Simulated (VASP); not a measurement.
# Ba (Im-3m) in VASP: single point with PBE

Aim: the single point of Ba with PBE.

Program: VASP 6.6.1. These are calculated values, not measurements. Logs are shortened: lines on timing, memory, paths and dates and some standing lists are left out, and cuts for length are marked.

### 1 The cell of the first run

It takes space group Im-3m (No. 229, cubic). Conventional cell: a = 5.025 Å, b = 5.025 Å, c = 5.025 Å, α = 90.00°, β = 90.00°, γ = 90.00°. Within 5.7 Å of Ba (site symmetry m-3m) lie 14 Ba at 4.35 to 5.02 Å.

### 2 Single point, PBE

The input, INCAR:

```
SYSTEM = Ba
  PREC = Accurate
  ENCUT = 520
  EDIFF = 1E-6
  ISMEAR = -1
  SIGMA = 0.1
  LREAL = .False.
  LASPH = .True.
  NELM = 80
  ALGO = Normal
  ISIF = 2
  LWAVE = .False.
  LCHARG = .True.
  GGA = PE
  LELF = .True.
  LVHAR = .True.
  NBANDS = 22
```

The input, KPOINTS:

```
regular mesh
0
Gamma
  6 6 8
  0 0 0
```

The input, POSCAR:

```
Ba
1.0
    0.0000000000      5.0249948434     -5.0249948434
   -5.0249948434      0.0000000000      5.0249948434
    2.5124974217      2.5124974217      2.5124974217
Ba
3
Direct
    0.0000000000      0.0000000000      0.0000000000
    0.3333333330      0.6666666670      0.3333333330
    0.6666666670      0.3333333330      0.6666666670
```

Potentials or basis: VASP PAW PBE potentials, release 64 (Ba_sv).

Started as:

```sh
$ cat potpaw_PBE.64/Ba_sv/POTCAR > POTCAR
$ mpirun -np 1 vasp_std > vasp.out
```

OUTCAR:

```text
SYSTEM = Ba
   PREC = Accurate
   ENCUT = 520
   EDIFF = 1E-6
   ISMEAR = -1
   LREAL = .False.
   LASPH = .True.
   NELM = 80
   ISIF = 2
   GGA = PE

 ion  position               nearest neighbor table
   1  0.000  0.000  0.000-   2 4.35   3 4.35   3 4.35   2 4.35   3 4.35   2 4.35
   2  0.333  0.667  0.333-   1 4.35   3 4.35   3 4.35   1 4.35   1 4.35   3 4.35
   3  0.667  0.333  0.667-   1 4.35   2 4.35   2 4.35   1 4.35   1 4.35   2 4.35

  LATTYP: Found a hexagonal cell.
 ALAT       =     7.1064158584
 C/A-ratio  =     0.6123724357

  Lattice vectors:

 A1 = (   0.0000000000,   5.0249948434,  -5.0249948434)
 A2 = (  -5.0249948434,   0.0000000000,   5.0249948434)
 A3 = (   2.5124974217,   2.5124974217,   2.5124974217)

Analysis of symmetry for initial positions (statically):
=====================================================================
 Subroutine PRICEL returns following result:

  LATTYP: Found a body centered cubic cell.
 ALAT       =     5.0249948400

  Lattice vectors:

 A1 = (  -2.5124974267,   2.5124974167,  -2.5124974167)
 A2 = (  -2.5124974192,  -2.5124974192,   2.5124974192)
 A3 = (   2.5124974217,   2.5124974217,   2.5124974217)

   3 primitive cells build up your supercell.

 Routine SETGRP: Setting up the symmetry group for a
 hexagonal supercell.

 Subroutine GETGRP returns: Found 12 space group operations
 (whereof 12 operations were pure point group operations)
 out of a pool of 24 trial point group operations.

The static configuration has the point symmetry D_3d.

Analysis of symmetry for dynamics (positions and initial velocities):
=====================================================================
 Subroutine PRICEL returns following result:

  LATTYP: Found a body centered cubic cell.
 ALAT       =     5.0249948400

  Lattice vectors:

 A1 = (  -2.5124974267,   2.5124974167,  -2.5124974167)
 A2 = (  -2.5124974192,  -2.5124974192,   2.5124974192)
 A3 = (   2.5124974217,   2.5124974217,   2.5124974217)

   3 primitive cells build up your supercell.

 Routine SETGRP: Setting up the symmetry group for a
 hexagonal supercell.

 Subroutine GETGRP returns: Found 12 space group operations
 (whereof 12 operations were pure point group operations)
 out of a pool of 24 trial point group operations.

The dynamic configuration has the point symmetry D_3d.

 Subroutine INISYM returns: Found 12 space group operations
 (whereof 12 operations are pure point group operations),
 and found     3 'primitive' translations

----------------------------------------------------------------------------------------

                                     Primitive cell

  volume of cell :      63.4420

  direct lattice vectors                    reciprocal lattice vectors
    -2.512497427  2.512497417 -2.512497417    -0.199005179  0.199005179  0.000000000
    -2.512497419 -2.512497419  2.512497419    -0.199005179 -0.000000000  0.199005180
     2.512497422  2.512497422  2.512497422     0.000000000  0.199005179  0.199005179

  length of vectors
     4.351773185  4.351773184  4.351773188     0.281435824  0.281435824  0.281435824

  position of ions in fractional coordinates (direct lattice)
     0.000000000  0.000000000  0.000000000

  ion indices of the primitive-cell ions
   primitive index   ion index
                 1           1

----------------------------------------------------------------------------------------

 KPOINTS: regular mesh

Automatic generation of k-mesh.
 Grid dimensions read from file:
 generate k-points for:    6    6    8

 Generating k-lattice:

  Cartesian coordinates                     Fractional coordinates (reciprocal lattice)
    -0.011055843  0.022111687 -0.011055843     0.166666667  0.000000000  0.000000000
    -0.022111687  0.011055843  0.011055843     0.000000000  0.166666667  0.000000000
     0.016583765  0.016583765  0.016583765     0.000000000  0.000000000  0.125000000

  Length of vectors
     0.027081175  0.027081175  0.028723923

  Shift w.r.t. Gamma in fractional coordinates (k-lattice)
     0.000000000  0.000000000  0.000000000

 Subroutine IBZKPT returns following result:
 ===========================================

 Found     44 irreducible k-points:

 Following reciprocal coordinates:
            Coordinates               Weight
  0.000000  0.000000  0.000000      1.000000
  0.166667  0.000000  0.000000      6.000000
  0.333333  0.000000  0.000000      6.000000
  0.500000  0.000000  0.000000      3.000000
  0.166667  0.166667  0.000000      6.000000
  0.333333  0.166667 -0.000000     12.000000
[... 16 lines left out ...]
  0.500000  0.000000  0.250000      6.000000
  0.166667  0.166667  0.250000     12.000000
 [... further k-points ...]
   k-points           NKPTS =     44   k-points in BZ     NKDIM =     44   number of bands    NBANDS=     22
   number of dos      NEDOS =    301   number of ions     NIONS =      3
   total plane-waves  NPLWV =  93312
   dimension x,y,z NGX =    54 NGY =   54 NGZ =   32
   dimension x,y,z NGXF=   108 NGYF=  108 NGZF=   64
   ions per type =               3
   NGX,Y,Z   is equivalent  to a cutoff of  12.63, 12.63, 12.22 a.u.
   NGXF,Y,Z  is equivalent  to a cutoff of  25.27, 25.27, 24.45 a.u.
 SYSTEM =  Ba
   PREC   = accura    normal or accurate (medium, high low for compatibility)
   ISTART =      0    job   : 0-new  1-cont  2-samecut
   ICHARG =      2    charge: 1-file 2-atom 10-const
   ISPIN  =      1    spin polarized calculation?
   LNONCOLLINEAR =      F non collinear calculations
   LSORBIT =      F    spin-orbit coupling
   LASPH  =      T    aspherical Exc in radial PAW
   ENCUT  =  520.0 eV  38.22 Ry    6.18 a.u.  13.21 13.21  8.09*2*pi/ulx,y,z
   NELM   =     80;   NELMIN=  2; NELMDL= -5     # of ELM steps
   EDIFF  = 0.1E-05   stopping-criterion for ELM
   LREAL  =      F    real-space projection
   EDIFFG = 0.1E-04   stopping-criterion for IOM
   NSW    =      0    number of steps for IOM
   IBRION =     -1    ionic relax: 0-MD 1-quasi-New 2-CG
   NFREE  =      0    steps in history (QN), initial steepest desc. (CG)
   ISIF   =      2    stress and relaxation
   ISYM   =      2    0-nonsym 1-usesym 2-fastsym
   POTIM  = 0.5000    time-step for ionic-motion
   TEBEG  =    0.0;   TEEND  =   0.0 temperature during run
   PSTRESS=    0.0 pullay stress
   NELECT =      30.0000    total number of electrons
   NUPDOWN=      -1.0000    fix difference up-down
   EMIN   =  10.00;   EMAX   =-10.00  energy-range for DOS
   EFERMI =   0.00;   METHOD = LEGACY
   ISMEAR =    -1;   SIGMA  =   0.10  broadening in eV -4-tet -1-fermi 0-gaus
   EFERMI_NEDOS =   21; number of points for ismear=-14 and -15
   IALGO  =     38    algorithm
   IMIX   =      4    mixing-type and parameters
     AMIX     =   0.40;   BMIX     =  1.00
     AMIX_MAG =   1.60;   BMIX_MAG =  1.00
  volume/ion in A,a.u.               =      63.44       428.13
  Fermi-wavevector in a.u.,A,eV,Ry     =   0.884333  1.671147 10.640368  0.782045
  Thomas-Fermi vector in A             =   2.005219
   LORBIT       =      0    0 simple, 1 ext, 2 COOP (PROOUT), +10 PAW based schemes
   GGA     = PE    functional components
   LHFCALC =     F    Hartree Fock is set to
   AEXX    =    0.0000 exact exchange contribution
   IVDW    =     0    specifies the selected vdW correction
   LEPSILON=     F    determine dielectric tensor
   LRPA    =     F    only Hartree local field effects (RPA)
 non-spin polarized calculation
  energy-cutoff  :      520.00
  volume of cell :      190.33
 maximum number of plane-waves:      5172
 NGX is ok and might be reduce to    54
   NGX = 27   NGY = 27   NGZ = 17

 number of electron      29.9999998 magnetization

 Free energy of the ion-electron system (eV)
  ---------------------------------------------------
  ext. energy  EPLUGINS =         0.00000000
  ---------------------------------------------------
  free energy    TOTEN  =        -5.78828138 eV

  energy without entropy =       -5.65765236  energy(sigma->0) =       -5.72296687

 E-fermi :   1.6368     XC(G=0):  -7.3860

 val. band max:        1.5930357773   @ k =   0.3333   0.0000   0.3750
 cond. band min:       1.6580620017   @ k =   0.1667   0.0000   0.1250
 fundamental gap:      0.0650262245
 Fermi energy:         1.6368286153

 k-point     1 :       0.0000    0.0000    0.0000
  band No.  band energies     occupation
      1     -27.2701      2.00000
      2     -27.2228      2.00000
      3     -27.2228      2.00000
      4     -12.5354      2.00000
      5     -12.5354      2.00000
      6     -12.5354      2.00000
[... 14 lines left out ...]
     21       3.4473      0.00000
     22       3.4473      0.00000

 k-point     2 :       0.1667    0.0000    0.0000
  band No.  band energies     occupation
      1     -27.2664      2.00000
      2     -27.2250      2.00000
      3     -27.2242      2.00000
      4     -12.6069      2.00000
      5     -12.5894      2.00000
      6     -12.4537      2.00000
[... 14 lines left out ...]
     21       3.3474      0.00000
     22       3.6283      0.00000

 k-point     3 :       0.3333    0.0000    0.0000
  band No.  band energies     occupation
      1     -27.2565      2.00000
      2     -27.2324      2.00000
      3     -27.2268      2.00000
      4     -12.6559      2.00000
      5     -12.5764      2.00000
      6     -12.3857      2.00000
[... 14 lines left out ...]
     21       3.0193      0.00000
     22       4.1613      0.00000

 k-point     4 :       0.5000    0.0000    0.0000
  band No.  band energies     occupation
      1     -27.2439      2.00000
      2     -27.2439      2.00000
      3     -27.2280      2.00000
      4     -12.6733      2.00000
      5     -12.4949      2.00000
      6     -12.4949      2.00000
[... 14 lines left out ...]
     21       2.8523      0.00001
     22       4.3660      0.00000

 k-point     5 :       0.1667    0.1667    0.0000
  band No.  band energies     occupation
      1     -27.2596      2.00000
      2     -27.2280      2.00000
      3     -27.2280      2.00000
      4     -12.6177      2.00000
      5     -12.6177      2.00000
      6     -12.3958      2.00000
[... 417 lines left out ...]
 k-point    22 :       0.0000    0.3333    0.2500
  band No.  band energies     occupation
      1     -27.2452      2.00000
      2     -27.2243      2.00000
      3     -27.2188      2.00000
      4     -12.5802      2.00000
      5     -12.5306      2.00000
      6     -12.4984      2.00000
[... 14 lines left out ...]
     21       3.5534      0.00000
     22       3.8451      0.00000

 k-point    23 :       0.5000    0.0000    0.2500
  band No.  band energies     occupation
      1     -27.2367      2.00000
      2     -27.2308      2.00000
      3     -27.2208      2.00000
      4     -12.6117      2.00000
      5     -12.5699      2.00000
      6     -12.4657      2.00000
[... 14 lines left out ...]
     21       3.4864      0.00000
     22       3.4865      0.00000

 k-point    24 :       0.1667    0.1667    0.2500
  band No.  band energies     occupation
      1     -27.2467      2.00000
      2     -27.2267      2.00000
      3     -27.2149      2.00000
      4     -12.5840      2.00000
      5     -12.5775      2.00000
      6     -12.4548      2.00000
[... 14 lines left out ...]
     21       3.4586      0.00000
     22       3.6407      0.00000

 [... further k-points ...]
[... 5 lines left out ...]
  --------------------------------------------------------------------------------------
  -------------------------------------------------------------------------------------
  Total        0.0468877      0.0468877      0.0468877     -0.0033872     -0.0033872     -0.0033872
  in kB        0.3947037      0.3947037      0.3947037     -0.0285137     -0.0285137     -0.0285137
  external PRESSURE =       0.3947037 kB  Pullay stress =       0.0000000 kB

 VOLUME and BASIS-vectors are now :
 -----------------------------------------------------------------------------
  energy-cutoff  :      520.00
  volume of cell :      190.33
      direct lattice vectors                 reciprocal lattice vectors
     0.000000000  5.024994843 -5.024994843    -0.066335060  0.132670120 -0.066335060
    -5.024994843  0.000000000  5.024994843    -0.132670120  0.066335060  0.066335060
     2.512497422  2.512497422  2.512497422     0.132670120  0.132670120  0.132670120

 POSITION                                       TOTAL-FORCE (eV/Angst)
 -----------------------------------------------------------------------------------
      0.00000      0.00000      0.00000        -0.000000     -0.000000      0.000000
     -2.51250      2.51250      2.51250        -0.000000     -0.000000     -0.000000
      0.00000      5.02499     -0.00000         0.000000      0.000000      0.000000
 -----------------------------------------------------------------------------------
    total drift:                               -0.000000     -0.000000     -0.000000

  FREE ENERGIE OF THE ION-ELECTRON SYSTEM (eV)
  ---------------------------------------------------
  free  energy   TOTEN  =        -5.7882813845 eV

  energy  without entropy=       -5.6576523574  energy(sigma->0) =       -5.72296687
```

Run time: 2.6 min. Hardware: 1 thread of AMD EPYC 7R43 (Zen 3), shared host; peak memory 0.33 GiB.

What came out:

```yaml
Free_energy: -5.7883 eV
Pressure: 0.0 GPa
Band_gap_on_the_k_mesh: zero (band 15 reaches 1.90 eV, above the bottom of band 16 at 1.18 eV)
```

Caveat: spin-orbit coupling is left out, which moves the levels of the heavy elements.
